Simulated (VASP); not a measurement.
# ZnO (P6_3/mmc) in VASP: further runs, part 2 of 2

VASP 6.6.1.

### 6 Single point, LDA (strain -0.015 along x and y, +0.015 along z)

File INCAR:

```
ALGO = Normal ; EDIFF = 1E-6
ENCUT = 520 ; ISIF = 2
ISMEAR = 0 ; LASPH = T
LCHARG = T ; LELF = T
LREAL = F ; LVHAR = T
LWAVE = F ; NBANDS = 26
NELM = 60 ; PREC = Accurate
SIGMA = 0.05
```

File KPOINTS:

```
k-points
0
Gamma
  9 9 4
```

File POSCAR:

```
ZnO
1.0
    3.2386476513      0.0000000000      0.0000000000
   -1.6193238256      2.8047511399      0.0000000000
    0.0000000000      0.0000000000      7.2373979702
Zn O
2 2
Direct
    0.0000000000      0.0000000000      0.7500000000
    0.0000000000      0.0000000000      0.2500000000
    0.3333333333      0.6666666667      0.2500000000
    0.6666666667      0.3333333333      0.7500000000
```

Potentials or basis: VASP PAW LDA potentials, release 64 (Zn, O).

Started as:

```bash
cat potpaw_LDA.64/Zn/POTCAR potpaw_LDA.64/O/POTCAR > POTCAR
mpirun -np 1 vasp_std > vasp.out
```

OUTCAR:

```text
EDIFF = 1E-6
   ENCUT = 520
   ISIF = 2
   ISMEAR = 0
   LASPH = T
   LREAL = F
   NELM = 60
   PREC = Accurate

 ion  position               nearest neighbor table
   1  0.000  0.000  0.750-   4 1.87   4 1.87   4 1.87
   2  0.000  0.000  0.250-   3 1.87   3 1.87   3 1.87
   3  0.333  0.667  0.250-   2 1.87   2 1.87   2 1.87
   4  0.667  0.333  0.750-   1 1.87   1 1.87   1 1.87

  LATTYP: Found a hexagonal cell.
 ALAT       =     3.2386476513
 C/A-ratio  =     2.2346975495

  Lattice vectors:

 A1 = (   3.2386476513,   0.0000000000,   0.0000000000)
 A2 = (  -1.6193238256,   2.8047511399,   0.0000000000)
 A3 = (   0.0000000000,   0.0000000000,   7.2373979702)

Analysis of symmetry for initial positions (statically):
=====================================================================
 Subroutine PRICEL returns:
 Original cell was already a primitive cell.

 Routine SETGRP: Setting up the symmetry group for a
 hexagonal supercell.

 Subroutine GETGRP returns: Found 24 space group operations
 (whereof 12 operations were pure point group operations)
 out of a pool of 24 trial point group operations.

The static configuration has the point symmetry D_3d.
 The point group associated with its full space group is D_6h.

Analysis of symmetry for dynamics (positions and initial velocities):
=====================================================================
 Subroutine PRICEL returns:
 Original cell was already a primitive cell.

 Routine SETGRP: Setting up the symmetry group for a
 hexagonal supercell.

 Subroutine GETGRP returns: Found 24 space group operations
 (whereof 12 operations were pure point group operations)
 out of a pool of 24 trial point group operations.
[... 113 lines left out ...]
   ISYM   =      2    0-nonsym 1-usesym 2-fastsym
   POTIM  = 0.5000    time-step for ionic-motion
   TEBEG  =    0.0;   TEEND  =   0.0 temperature during run
   PSTRESS=    0.0 pullay stress
   NELECT =      36.0000    total number of electrons
   NUPDOWN=      -1.0000    fix difference up-down
   EMIN   =  10.00;   EMAX   =-10.00  energy-range for DOS
   EFERMI =   0.00;   METHOD = LEGACY
   ISMEAR =     0;   SIGMA  =   0.05  broadening in eV -4-tet -1-fermi 0-gaus
   EFERMI_NEDOS =   21; number of points for ismear=-14 and -15
   IALGO  =     38    algorithm
   IMIX   =      4    mixing-type and parameters
     AMIX     =   0.40;   BMIX     =  1.00
     AMIX_MAG =   1.60;   BMIX_MAG =  1.00
  volume/ion in A,a.u.               =      16.44       110.91
  Fermi-wavevector in a.u.,A,eV,Ry     =   1.339354  2.531013 24.407085  1.793870
  Thomas-Fermi vector in A             =   2.467753
   LORBIT       =      0    0 simple, 1 ext, 2 COOP (PROOUT), +10 PAW based schemes
   GGA     = CA    functional components
   LHFCALC =     F    Hartree Fock is set to
   AEXX    =    0.0000 exact exchange contribution
   IVDW    =     0    specifies the selected vdW correction
   LEPSILON=     F    determine dielectric tensor
   LRPA    =     F    only Hartree local field effects (RPA)
 non-spin polarized calculation
 Gauss-broadening in eV      SIGMA  =   0.05
  energy-cutoff  :      520.00
  volume of cell :       65.74
 maximum number of plane-waves:      1800
   NGX = 13   NGY = 13   NGZ = 27

 number of electron      36.0000045 magnetization

 Free energy of the ion-electron system (eV)
  ---------------------------------------------------
  ext. energy  EPLUGINS =         0.00000000
  ---------------------------------------------------
  free energy    TOTEN  =       -19.84044343 eV

  energy without entropy =      -19.84044343  energy(sigma->0) =      -19.84044343

 E-fermi :  -0.6515     XC(G=0):  -9.5448

 val. band max:       -0.9273744368   @ k =   0.0000   0.0000   0.0000
 cond. band min:      -0.1375491125   @ k =   0.0000   0.0000   0.0000
 fundamental gap:      0.7898253242
 Fermi energy:        -0.6515053049

 k-point     1 :       0.0000    0.0000    0.0000
  band No.  band energies     occupation
      1     -18.4115      2.00000
      2     -18.3330      2.00000
      3      -7.3618      2.00000
      4      -7.3618      2.00000
      5      -7.3495      2.00000
      6      -7.3495      2.00000
[... 685 lines left out ...]
     25       8.6430      0.00000
     26       9.0894      0.00000

 [... further k-points ...]
[... 5 lines left out ...]
  --------------------------------------------------------------------------------------
  -------------------------------------------------------------------------------------
  Total       -1.7266464     -1.7266464     -0.7265607     -0.0000000      0.0000000      0.0000000
  in kB      -42.0797848    -42.0797848    -17.7068773     -0.0000000      0.0000000      0.0000000
  external PRESSURE =     -33.9554823 kB  Pullay stress =       0.0000000 kB

 VOLUME and BASIS-vectors are now :
 -----------------------------------------------------------------------------
  energy-cutoff  :      520.00
  volume of cell :       65.74
      direct lattice vectors                 reciprocal lattice vectors
     3.238647651  0.000000000  0.000000000     0.308770854  0.178268935  0.000000000
    -1.619323826  2.804751140  0.000000000     0.000000000  0.356537871  0.000000000
     0.000000000  0.000000000  7.237397970     0.000000000  0.000000000  0.138171205

 POSITION                                       TOTAL-FORCE (eV/Angst)
 -----------------------------------------------------------------------------------
      0.00000      0.00000      5.42805         0.000000      0.000000      0.000000
      0.00000      0.00000      1.80935         0.000000     -0.000000      0.000000
     -0.00000      1.86983      1.80935         0.000000     -0.000000     -0.000000
      1.61932      0.93492      5.42805        -0.000000     -0.000000      0.000000
 -----------------------------------------------------------------------------------
    total drift:                               -0.000000      0.000000      0.000000

  FREE ENERGIE OF THE ION-ELECTRON SYSTEM (eV)
  ---------------------------------------------------
  free  energy   TOTEN  =       -19.8404434260 eV

  energy  without entropy=      -19.8404434260  energy(sigma->0) =      -19.84044343
```

stdout:

```text
POSCAR found type information on POSCAR ZnO
 POSCAR found :  2 types and       4 ions
 scaLAPACK will be used
 LDA part: xc-table for (Slater(with rela. corr.)+CA(PZ))
 , standard interpolation
 POSCAR, INCAR and KPOINTS ok, starting setup
 FFT: planning ... GRIDC
 FFT: planning ... GRID_SOFT
 FFT: planning ... GRID
 WAVECAR not read
 entering main loop
```

Run time: 100 s. Hardware: 1 thread of Intel Xeon 8259CL, shared host; peak memory 0.18 GiB.

What came out:

```yaml
Free_energy: -19.8404 eV
Pressure: -3.4 GPa
Band_gap_on_the_k_mesh: 0.79 eV
```

Caveat: the cell differs from its parent crystal (strain -0.015 along x and y, +0.015 along z); the cell stands under tension; an odd mesh through Γ misses points on the zone boundary, where band edges can lie.

### 7 Single point, LDA (strain -0.015 along x and y, +0.030 along z)

File INCAR:

```
PREC = Accurate ; ENCUT = 520
EDIFF = 1E-6 ; ISMEAR = 0
SIGMA = 0.05 ; LREAL = False
LASPH = True ; NELM = 60
ALGO = Normal ; ISIF = 2
LWAVE = False ; LCHARG = False
NBANDS = 26
```

File KPOINTS:

```
Automatic mesh
0
Gamma
  9 9 4
```

POSCAR, as its differences from that of step 6:

```diff
@@ -4,3 +4,3 @@
    -1.6193238256      2.8047511399      0.0000000000
-    0.0000000000      0.0000000000      7.2373979702
+    0.0000000000      0.0000000000      7.3443545905
 Zn O
```

Potentials or basis: VASP PAW LDA potentials, release 64 (Zn, O).

Started as:

```bash
cat potpaw_LDA.64/Zn/POTCAR potpaw_LDA.64/O/POTCAR > POTCAR
mpirun -np 1 vasp_std > vasp.out
```

OUTCAR:

```text
PREC = Accurate
   ENCUT = 520
   EDIFF = 1E-6
   ISMEAR = 0
   LREAL = False
   LASPH = True
   NELM = 60
   ISIF = 2

 ion  position               nearest neighbor table
   1  0.000  0.000  0.750-   4 1.87   4 1.87   4 1.87
   2  0.000  0.000  0.250-   3 1.87   3 1.87   3 1.87
   3  0.333  0.667  0.250-   2 1.87   2 1.87   2 1.87
   4  0.667  0.333  0.750-   1 1.87   1 1.87   1 1.87

  LATTYP: Found a hexagonal cell.
 ALAT       =     3.2386476513
 C/A-ratio  =     2.2677226365

  Lattice vectors:

 A1 = (   3.2386476513,   0.0000000000,   0.0000000000)
 A2 = (  -1.6193238256,   2.8047511399,   0.0000000000)
 A3 = (   0.0000000000,   0.0000000000,   7.3443545905)

Analysis of symmetry for initial positions (statically):
=====================================================================
 Subroutine PRICEL returns:
 Original cell was already a primitive cell.

 Routine SETGRP: Setting up the symmetry group for a
 hexagonal supercell.

 Subroutine GETGRP returns: Found 24 space group operations
 (whereof 12 operations were pure point group operations)
 out of a pool of 24 trial point group operations.

The static configuration has the point symmetry D_3d.
 The point group associated with its full space group is D_6h.

Analysis of symmetry for dynamics (positions and initial velocities):
=====================================================================
 Subroutine PRICEL returns:
 Original cell was already a primitive cell.

 Routine SETGRP: Setting up the symmetry group for a
 hexagonal supercell.

 Subroutine GETGRP returns: Found 24 space group operations
 (whereof 12 operations were pure point group operations)
 out of a pool of 24 trial point group operations.

The dynamic configuration has the point symmetry D_3d.
[... 113 lines left out ...]
   TEBEG  =    0.0;   TEEND  =   0.0 temperature during run
   PSTRESS=    0.0 pullay stress
   NELECT =      36.0000    total number of electrons
   NUPDOWN=      -1.0000    fix difference up-down
   EMIN   =  10.00;   EMAX   =-10.00  energy-range for DOS
   EFERMI =   0.00;   METHOD = LEGACY
   ISMEAR =     0;   SIGMA  =   0.05  broadening in eV -4-tet -1-fermi 0-gaus
   EFERMI_NEDOS =   21; number of points for ismear=-14 and -15
   IALGO  =     38    algorithm
   IMIX   =      4    mixing-type and parameters
     AMIX     =   0.40;   BMIX     =  1.00
     AMIX_MAG =   1.60;   BMIX_MAG =  1.00
  volume/ion in A,a.u.               =      16.68       112.55
  Fermi-wavevector in a.u.,A,eV,Ry     =   1.332821  2.518666 24.169544  1.776411
  Thomas-Fermi vector in A             =   2.461726
   LORBIT       =      0    0 simple, 1 ext, 2 COOP (PROOUT), +10 PAW based schemes
   GGA     = CA    functional components
   LHFCALC =     F    Hartree Fock is set to
   AEXX    =    0.0000 exact exchange contribution
   IVDW    =     0    specifies the selected vdW correction
   LEPSILON=     F    determine dielectric tensor
   LRPA    =     F    only Hartree local field effects (RPA)
 non-spin polarized calculation
 Gauss-broadening in eV      SIGMA  =   0.05
  energy-cutoff  :      520.00
  volume of cell :       66.71
 maximum number of plane-waves:      1824
   NGX = 13   NGY = 13   NGZ = 27

 number of electron      36.0000025 magnetization

 Free energy of the ion-electron system (eV)
  ---------------------------------------------------
  ext. energy  EPLUGINS =         0.00000000
  ---------------------------------------------------
  free energy    TOTEN  =       -19.83045418 eV

  energy without entropy =      -19.83045418  energy(sigma->0) =      -19.83045418

 E-fermi :  -0.6963     XC(G=0):  -9.4561

 val. band max:       -0.9918418418   @ k =   0.0000   0.0000   0.0000
 cond. band min:      -0.1861168492   @ k =   0.0000   0.0000   0.0000
 fundamental gap:      0.8057249926
 Fermi energy:        -0.6963080488

 k-point     1 :       0.0000    0.0000    0.0000
  band No.  band energies     occupation
      1     -18.4718      2.00000
      2     -18.4020      2.00000
      3      -7.4246      2.00000
      4      -7.4246      2.00000
      5      -7.4139      2.00000
      6      -7.4139      2.00000
[... 685 lines left out ...]
     25       8.5381      0.00000
     26       8.8489      0.00000

 [... further k-points ...]
[... 5 lines left out ...]
  --------------------------------------------------------------------------------------
  -------------------------------------------------------------------------------------
  Total       -1.7357517     -1.7357517     -0.7074142     -0.0000000      0.0000000      0.0000000
  in kB      -41.6856431    -41.6856431    -16.9891910     -0.0000000      0.0000000      0.0000000
  external PRESSURE =     -33.4534924 kB  Pullay stress =       0.0000000 kB

 VOLUME and BASIS-vectors are now :
 -----------------------------------------------------------------------------
  energy-cutoff  :      520.00
  volume of cell :       66.71
      direct lattice vectors                 reciprocal lattice vectors
     3.238647651  0.000000000  0.000000000     0.308770854  0.178268935  0.000000000
    -1.619323826  2.804751140  0.000000000     0.000000000  0.356537871  0.000000000
     0.000000000  0.000000000  7.344354591     0.000000000  0.000000000  0.136159003

 POSITION                                       TOTAL-FORCE (eV/Angst)
 -----------------------------------------------------------------------------------
      0.00000      0.00000      5.50827         0.000000     -0.000000     -0.000000
      0.00000      0.00000      1.83609         0.000000      0.000000      0.000000
     -0.00000      1.86983      1.83609         0.000000     -0.000000     -0.000000
      1.61932      0.93492      5.50827        -0.000000      0.000000      0.000000
 -----------------------------------------------------------------------------------
    total drift:                               -0.000000      0.000000     -0.000000

  FREE ENERGIE OF THE ION-ELECTRON SYSTEM (eV)
  ---------------------------------------------------
  free  energy   TOTEN  =       -19.8304541849 eV

  energy  without entropy=      -19.8304541849  energy(sigma->0) =      -19.83045418
```

Wall time 92 s (1 thread of Intel Xeon 8259CL, shared host); peak memory 0.18 GiB.

Results:

* Free energy: -19.8305 eV
* Pressure: -3.3 GPa
* Band gap on the k mesh: 0.81 eV

Caveat: the cell differs from its parent crystal (strain -0.015 along x and y, +0.030 along z); the cell stands under tension; an odd mesh through Γ misses points on the zone boundary, where band edges can lie.

### 8 Summary

| cell | gap on the mesh (eV) | pressure (GPa) |
| --- | --- | --- |
| a = 3.189, b = 3.189, c = 7.344 Å, angles 90.0, 90.0, 120.0°, 4 atoms | 0.81 | 1.3 |
| a = 3.288, b = 3.288, c = 6.917 Å, angles 90.0, 90.0, 120.0°, 4 atoms | 0.72 | -7.6 |
| a = 3.239, b = 3.239, c = 7.130 Å, angles 90.0, 90.0, 120.0°, 4 atoms | 0.77 | -3.5 |
| a = 3.288, b = 3.288, c = 7.023 Å, angles 90.0, 90.0, 120.0°, 4 atoms | 0.74 | -7.6 |
| a = 3.239, b = 3.239, c = 7.237 Å, angles 90.0, 90.0, 120.0°, 4 atoms | 0.79 | -3.4 |
| a = 3.239, b = 3.239, c = 7.344 Å, angles 90.0, 90.0, 120.0°, 4 atoms | 0.81 | -3.3 |

Alike in all rows: task single point; level LDA; potentials or basis VASP PAW LDA potentials, release 64 (Zn, O); no spin polarisation; k mesh 9 × 9 × 4; cutoff (eV) 520; smearing gaussian 0.05 eV.

Caveats: an odd mesh through Γ misses points on the zone boundary, where band edges can lie; the cell stands under tension (at least some runs).

Absolute energies hang on the potentials; compare differences alone.
